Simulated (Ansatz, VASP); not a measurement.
# One calculation of InPd, two programs

```xyz
2
Lattice="3.2719 0.0000 0.0000 0.0000 3.2719 0.0000 0.0000 0.0000 3.2719" Properties=species:S:1:pos:R:3 pbc="T T T"
In   -0.0491   -0.0491   -0.0491
Pd    1.6850    1.6850    1.6850
```

Change from the starting cell: shortest bond scaled by 0.94, LAPW.

Alike in both runs: task single point; functional PBE; k mesh 9 × 9 × 9; occupations fermi-dirac, width 0.05 eV; no spin polarisation.

```csv
,VASP,Ansatz
version,VASP 6.6.1,Ansatz 0.2.0
potentials or method,"VASP PAW PBE potentials, release 64 (In_d, Pd), cutoff 520 eV","all-electron LAPW, scalar-relativistic"
```

Ansatz gave:

* pressure (GPa): 5.2
* traceless stress, the component that is largest in VASP (GPa): 1.01
* rms of the force components (eV/Å): 0.450

Task: What did VASP give for the same quantities?

Result: Pressure (GPa): 5.3; traceless stress, the component that is largest in VASP (GPa): 1.02; rms of the force components (eV/Å): 0.455.

Atom by atom the forces differ by 0.005 eV/Å (rms over components). Ansatz ran all-electron here, and VASP with PAW potentials.
